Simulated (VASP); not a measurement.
# Li4O in VASP: single point with r2SCAN

Aim: the single point of Li4O with r2SCAN.

All numbers are computed with VASP 6.6.1; they aren't measurements. Logs are shortened: lines on timing, memory, paths and dates and some standing lists are left out, and cuts for length are marked.

## (1) The cell of the first run

The cell holds a slab with vacuum, 5 atoms: a = 3.093 Å, b = 3.093 Å, c = 26.596 Å, α = 90.00°, β = 90.00°, γ = 120.00°.

## (2) Single point, r2SCAN

POSCAR reads:

```
Li4O
1.0
    3.0926129057      0.0000000000      0.0000000000
   -1.5463064529      2.6782813404      0.0000000000
    0.0000000000      0.0000000000     26.5962151022
Li O
4 1
Direct
    0.6666666667      0.3333333333      0.3195943471
    0.3333333333      0.6666666667      0.4147985591
    0.6666666667      0.3333333333      0.5101873432
    0.3333333333      0.6666666667      0.6143645497
    0.3333333333      0.6666666667      0.6783504931
```

INCAR.step1 reads:

```
ALGO = Normal
DIPOL = 0.5 0.5 0.507
EDIFF = 1E-5
ENCUT = 1100
GGA = PE
GGA_COMPAT = F
IDIPOL = 3
ISMEAR = 0
LASPH = T
LCHARG = F
LDIPOL = T
LREAL = F
LWAVE = T
NBANDS = 17
NELM = 120
NELMDL = -8
PREC = Accurate
SIGMA = 0.1
```

INCAR.step2 reads:

```
ALGO = Normal
DIPOL = 0.5 0.5 0.507
EDIFF = 1E-6
ENCUT = 1100
GGA_COMPAT = F
IDIPOL = 3
ISIF = 2
ISMEAR = 0
ISTART = 1
LASPH = T
LCHARG = T
LDIPOL = T
LELF = T
LMIXTAU = T
LREAL = F
LVACPOTAV = T
LVHAR = T
LWAVE = F
METAGGA = R2SCAN
NBANDS = 17
NELM = 120
PREC = Accurate
SIGMA = 0.1
```

KPOINTS reads:

```
k-points
0
Gamma
  9 9 1
```

Potentials or basis: VASP PAW PBE potentials, release 64 (Li_sv, O_h).

Started as:

```sh
cat potpaw_PBE.64/Li_sv/POTCAR potpaw_PBE.64/O_h/POTCAR > POTCAR
cp INCAR.step1 INCAR
mpirun -np 1 vasp_std > vasp.out
cp INCAR.step2 INCAR
mpirun -np 1 vasp_std > vasp.out
```

OUTCAR:

```text
EDIFF = 1E-6
   ENCUT = 1100
   ISIF = 2
   ISMEAR = 0
   ISTART = 1
   LASPH = T
   LREAL = F
   METAGGA = R2SCAN
   NELM = 120
   PREC = Accurate

 ion  position               nearest neighbor table
   1  0.667  0.333  0.320-
   2  0.333  0.667  0.415-
   3  0.667  0.333  0.510-
   4  0.333  0.667  0.614-   5 1.70
   5  0.333  0.667  0.678-   4 1.70

  LATTYP: Found a hexagonal cell.
 ALAT       =     3.0926129057
 C/A-ratio  =     8.5999172587

  Lattice vectors:

 A1 = (   3.0926129057,   0.0000000000,   0.0000000000)
 A2 = (  -1.5463064529,   2.6782813404,   0.0000000000)
 A3 = (   0.0000000000,   0.0000000000,  26.5962151022)

Analysis of symmetry for initial positions (statically):
=====================================================================
 Subroutine PRICEL returns:
 Original cell was already a primitive cell.

 Routine SETGRP: Setting up the symmetry group for a
 hexagonal supercell.

 Subroutine GETGRP returns: Found  6 space group operations
 (whereof  6 operations were pure point group operations)
 out of a pool of 24 trial point group operations.

The static configuration has the point symmetry C_3v.

Analysis of symmetry for dynamics (positions and initial velocities):
=====================================================================
 Subroutine PRICEL returns:
 Original cell was already a primitive cell.

 Routine SETGRP: Setting up the symmetry group for a
 hexagonal supercell.

 Subroutine GETGRP returns: Found  6 space group operations
 (whereof  6 operations were pure point group operations)
 out of a pool of 24 trial point group operations.

The dynamic configuration has the point symmetry C_3v.

 Subroutine INISYM returns: Found  6 space group operations
 (whereof  6 operations are pure point group operations),
 and found     1 'primitive' translations

----------------------------------------------------------------------------------------

                                     Primitive cell

  volume of cell :     220.2935

  direct lattice vectors                    reciprocal lattice vectors
     3.092612906  0.000000000  0.000000000     0.323351170  0.186686885  0.000000000
    -1.546306453  2.678281340  0.000000000     0.000000000  0.373373770  0.000000000
     0.000000000  0.000000000 26.596215102     0.000000000  0.000000000  0.037599335

  length of vectors
     3.092612906  3.092612906 26.596215102     0.373373770  0.373373770  0.037599335

  position of ions in fractional coordinates (direct lattice)
     0.666666667  0.333333333  0.319594347
     0.333333333  0.666666667  0.414798559
     0.666666667  0.333333333  0.510187343
     0.333333333  0.666666667  0.614364550
     0.333333333  0.666666667  0.678350493

  ion indices of the primitive-cell ions
   primitive index   ion index
                 1           1
                 2           2
                 3           3
                 4           4
                 5           5

----------------------------------------------------------------------------------------

 KPOINTS: k-points

Automatic generation of k-mesh.
 Grid dimensions read from file:
 generate k-points for:    9    9    1

 Generating k-lattice:

  Cartesian coordinates                     Fractional coordinates (reciprocal lattice)
     0.035927908  0.020742987  0.000000000     0.111111111  0.000000000  0.000000000
     0.000000000  0.041485974  0.000000000     0.000000000  0.111111111  0.000000000
     0.000000000  0.000000000  0.037599335     0.000000000  0.000000000  1.000000000

  Length of vectors
     0.041485974  0.041485974  0.037599335

  Shift w.r.t. Gamma in fractional coordinates (k-lattice)
     0.000000000  0.000000000  0.000000000

 Subroutine IBZKPT returns following result:
 ===========================================

 Found     12 irreducible k-points:

 Following reciprocal coordinates:
            Coordinates               Weight
  0.000000  0.000000  0.000000      1.000000
  0.111111 -0.000000  0.000000      6.000000
  0.222222 -0.000000  0.000000      6.000000
  0.333333 -0.000000  0.000000      6.000000
  0.444444 -0.000000  0.000000      6.000000
  0.111111  0.111111  0.000000      6.000000
  0.222222  0.111111  0.000000     12.000000
  0.333333  0.111111  0.000000     12.000000
  0.444444  0.111111  0.000000      6.000000
  0.222222  0.222222  0.000000      6.000000
  0.333333  0.222222  0.000000     12.000000
  0.333333  0.333333  0.000000      2.000000
   k-points           NKPTS =     12   k-points in BZ     NKDIM =     12   number of bands    NBANDS=     17
   number of dos      NEDOS =    301   number of ions     NIONS =      5
   total plane-waves  NPLWV = 373248
   dimension x,y,z NGX =    36 NGY =   36 NGZ =  288
   dimension x,y,z NGXF=    72 NGYF=   72 NGZF=  576
   ions per type =               4   1
   NGX,Y,Z   is equivalent  to a cutoff of  19.35, 19.35, 18.00 a.u.
   NGXF,Y,Z  is equivalent  to a cutoff of  38.70, 38.70, 36.00 a.u.
 SYSTEM =  unknown system
   PREC   = accura    normal or accurate (medium, high low for compatibility)
   ISTART =      1    job   : 0-new  1-cont  2-samecut
   ICHARG =      0    charge: 1-file 2-atom 10-const
   ISPIN  =      1    spin polarized calculation?
   LNONCOLLINEAR =      F non collinear calculations
   LSORBIT =      F    spin-orbit coupling
   LASPH  =      T    aspherical Exc in radial PAW
   ENCUT  = 1100.0 eV  80.85 Ry    8.99 a.u.   8.36  8.36 71.92*2*pi/ulx,y,z
   NELM   =    120;   NELMIN=  2; NELMDL=  0     # of ELM steps
   EDIFF  = 0.1E-05   stopping-criterion for ELM
   LREAL  =      F    real-space projection
   EDIFFG = 0.1E-04   stopping-criterion for IOM
   NSW    =      0    number of steps for IOM
   IBRION =     -1    ionic relax: 0-MD 1-quasi-New 2-CG
   NFREE  =      0    steps in history (QN), initial steepest desc. (CG)
   ISIF   =      2    stress and relaxation
   ISYM   =      2    0-nonsym 1-usesym 2-fastsym
   POTIM  = 0.5000    time-step for ionic-motion
   TEBEG  =    0.0;   TEEND  =   0.0 temperature during run
   PSTRESS=    0.0 pullay stress
   NELECT =      18.0000    total number of electrons
   NUPDOWN=      -1.0000    fix difference up-down
   EMIN   =  10.00;   EMAX   =-10.00  energy-range for DOS
   EFERMI =   0.00;   METHOD = LEGACY
   ISMEAR =     0;   SIGMA  =   0.10  broadening in eV -4-tet -1-fermi 0-gaus
   EFERMI_NEDOS =   21; number of points for ismear=-14 and -15
   IALGO  =     38    algorithm
   IMIX   =      4    mixing-type and parameters
     AMIX     =   0.40;   BMIX     =  1.00
     AMIX_MAG =   1.60;   BMIX_MAG =  1.00
  volume/ion in A,a.u.               =      44.06       297.32
  Fermi-wavevector in a.u.,A,eV,Ry     =   0.710393  1.342447  6.866285  0.504658
  Thomas-Fermi vector in A             =   1.797228
   LORBIT       =      0    0 simple, 1 ext, 2 COOP (PROOUT), +10 PAW based schemes
   METAGGA = R2SCAN    functional components
   LHFCALC =     F    Hartree Fock is set to
   AEXX    =    0.0000 exact exchange contribution
   IVDW    =     0    specifies the selected vdW correction
   LEPSILON=     F    determine dielectric tensor
   LRPA    =     F    only Hartree local field effects (RPA)
 non-spin polarized calculation
 Gauss-broadening in eV      SIGMA  =   0.10
  energy-cutoff  :     1100.00
  volume of cell :      220.29
 maximum number of plane-waves:     18389
 NGX is ok and might be reduce to    36
   NGX = 17   NGY = 17   NGZ =143

 number of electron      18.0000004 magnetization

 dipolmoment           0.000000      0.000000      0.329219 electrons x Angstroem

 Free energy of the ion-electron system (eV)
  ---------------------------------------------------
  ext. energy  EPLUGINS =         0.00000000
  ---------------------------------------------------
  free energy    TOTEN  =       -13.19790318 eV

  energy without entropy =      -13.17164774  energy(sigma->0) =      -13.18477546

 E-fermi :  -3.9231     XC(G=0):  -3.7225

 val. band max:       -3.9362273415   @ k =   0.3333   0.1111   0.0000
 cond. band min:      -3.8875629882   @ k =   0.1111  -0.0000   0.0000
 fundamental gap:      0.0486643533
 Fermi energy:        -3.9230571491

 k-point     1 :       0.0000    0.0000    0.0000
  band No.  band energies     occupation
      1     -52.5235      2.00000
      2     -52.2548      2.00000
      3     -52.1253      2.00000
      4     -50.5614      2.00000
      5     -20.5194      2.00000
      6      -7.5703      2.00000
[... 9 lines left out ...]
     16       2.3886      0.00000
     17       3.9995      0.00000

 k-point     2 :       0.1111   -0.0000    0.0000
  band No.  band energies     occupation
      1     -52.5222      2.00000
      2     -52.2534      2.00000
      3     -52.1240      2.00000
      4     -50.5602      2.00000
      5     -20.4770      2.00000
      6      -7.3577      2.00000
[... 9 lines left out ...]
     16       2.5866      0.00000
     17       4.2153      0.00000

 k-point     3 :       0.2222   -0.0000    0.0000
  band No.  band energies     occupation
      1     -52.5190      2.00000
      2     -52.2501      2.00000
      3     -52.1208      2.00000
      4     -50.5573      2.00000
      5     -20.3672      2.00000
      6      -6.7212      2.00000
[... 9 lines left out ...]
     16       3.0754      0.00000
     17       4.5003      0.00000

 k-point     4 :       0.3333   -0.0000    0.0000
  band No.  band energies     occupation
      1     -52.5153      2.00000
      2     -52.2464      2.00000
      3     -52.1171      2.00000
      4     -50.5539      2.00000
      5     -20.2382      2.00000
      6      -5.6784      2.00000
[... 9 lines left out ...]
     16       2.5680      0.00000
     17       3.0616      0.00000

 k-point     5 :       0.4444   -0.0000    0.0000
  band No.  band energies     occupation
      1     -52.5129      2.00000
      2     -52.2439      2.00000
      3     -52.1147      2.00000
      4     -50.5517      2.00000
      5     -20.1514      2.00000
      6      -5.4505      2.00000
[... 9 lines left out ...]
     16       2.2093      0.00000
     17       3.1393      0.00000

 k-point     6 :       0.1111    0.1111    0.0000
  band No.  band energies     occupation
      1     -52.5200      2.00000
      2     -52.2511      2.00000
      3     -52.1217      2.00000
      4     -50.5582      2.00000
      5     -20.4008      2.00000
      6      -6.9326      2.00000
[... 9 lines left out ...]
     16       2.9564      0.00000
     17       4.5860      0.00000

 k-point     7 :       0.2222    0.1111    0.0000
  band No.  band energies     occupation
      1     -52.5165      2.00000
      2     -52.2476      2.00000
      3     -52.1183      2.00000
      4     -50.5550      2.00000
      5     -20.2810      2.00000
      6      -6.0864      2.00000
[... 9 lines left out ...]
     16       3.0270      0.00000
     17       3.6193      0.00000

 k-point     8 :       0.3333    0.1111    0.0000
  band No.  band energies     occupation
      1     -52.5134      2.00000
      2     -52.2445      2.00000
      3     -52.1152      2.00000
      4     -50.5522      2.00000
      5     -20.1723      2.00000
      6      -5.2798      2.00000
[... 9 lines left out ...]
     16       2.3186      0.00000
     17       2.8644      0.00000

 k-point     9 :       0.4444    0.1111    0.0000
  band No.  band energies     occupation
      1     -52.5122      2.00000
      2     -52.2432      2.00000
      3     -52.1140      2.00000
      4     -50.5511      2.00000
      5     -20.1285      2.00000
      6      -5.4128      2.00000
[... 9 lines left out ...]
     16       1.6465      0.00000
     17       3.0361      0.00000

 k-point    10 :       0.2222    0.2222    0.0000
  band No.  band energies     occupation
      1     -52.5136      2.00000
      2     -52.2447      2.00000
      3     -52.1154      2.00000
      4     -50.5524      2.00000
      5     -20.1807      2.00000
      6      -5.1529      2.00000
[... 9 lines left out ...]
     16       2.2507      0.00000
     17       2.6523      0.00000

 k-point    11 :       0.3333    0.2222    0.0000
  band No.  band energies     occupation
      1     -52.5118      2.00000
      2     -52.2428      2.00000
      3     -52.1136      2.00000
      4     -50.5507      2.00000
      5     -20.1140      2.00000
      6      -5.1812      2.00000
[... 9 lines left out ...]
     16       1.7683      0.00000
     17       2.6202      0.00000

 k-point    12 :       0.3333    0.3333    0.0000
  band No.  band energies     occupation
      1     -52.5112      2.00000
      2     -52.2422      2.00000
      3     -52.1130      2.00000
      4     -50.5502      2.00000
      5     -20.0908      2.00000
      6      -4.8544      2.00000
[... 9 lines left out ...]
     16       2.3338      0.00000
     17       2.7401      0.00000

------------------------ aborting loop because EDIFF is reached ----------------------------------------

  FORCE on cell =-STRESS in cart. coord.  units (eV):
  Direction    XX          YY          ZZ          XY          YZ          ZX
  --------------------------------------------------------------------------------------
  -------------------------------------------------------------------------------------
  Total       -1.0862350     -1.0862350     -0.0993067      0.0000000      0.0000000     -0.0000000
  in kB       -7.9001031     -7.9001031     -0.7222498      0.0000000      0.0000000     -0.0000000
  external PRESSURE =      -5.5074854 kB  Pullay stress =       0.0000000 kB

 VOLUME and BASIS-vectors are now :
 -----------------------------------------------------------------------------
  energy-cutoff  :     1100.00
  volume of cell :      220.29
      direct lattice vectors                 reciprocal lattice vectors
     3.092612906  0.000000000  0.000000000     0.323351170  0.186686885  0.000000000
    -1.546306453  2.678281340  0.000000000     0.000000000  0.373373770  0.000000000
     0.000000000  0.000000000 26.596215102     0.000000000  0.000000000  0.037599335

 POSITION                                       TOTAL-FORCE (eV/Angst)
 -----------------------------------------------------------------------------------
      1.54631      0.89276      8.50000         0.000000     -0.000000      0.119116
     -0.00000      1.78552     11.03207        -0.000000     -0.000000     -0.066531
      1.54631      0.89276     13.56905         0.000000     -0.000000      0.008887
     -0.00000      1.78552     16.33977         0.000000     -0.000000     -0.133995
     -0.00000      1.78552     18.04156        -0.000000      0.000000      0.072523
 -----------------------------------------------------------------------------------
    total drift:                                0.000000      0.000000      0.071318

  FREE ENERGIE OF THE ION-ELECTRON SYSTEM (eV)
  ---------------------------------------------------
  free  energy   TOTEN  =       -13.1979031804 eV

  energy  without entropy=      -13.1716477442  energy(sigma->0) =      -13.18477546

 vacuum level on the upper side and lower side of the slab         6.531        -0.653
```

Wall time 17 min (1 thread of Intel Xeon Platinum 8488C (Sapphire Rapids), shared host); peak memory 0.93 GiB.

Results:

| Item | Value |
| --- | --- |
| Free energy | -13.1979 eV |
| Largest force | 0.134 eV/Å |
| Band gap on the k mesh | zero (bands 9 and 10 overlap by 1.92 eV) |

Forces in eV/Å, atoms in the order of the input:
```
Li   0.000  0.000  0.119
Li   0.000  0.000 -0.067
Li   0.000  0.000  0.009
Li   0.000  0.000 -0.134
O    0.000  0.000  0.073
```

Caveat: the PAW data sets were made with another functional, which shifts forces and pressure a little.

The gap in the log of VASP goes by the Fermi energy; the results here count the filled bands.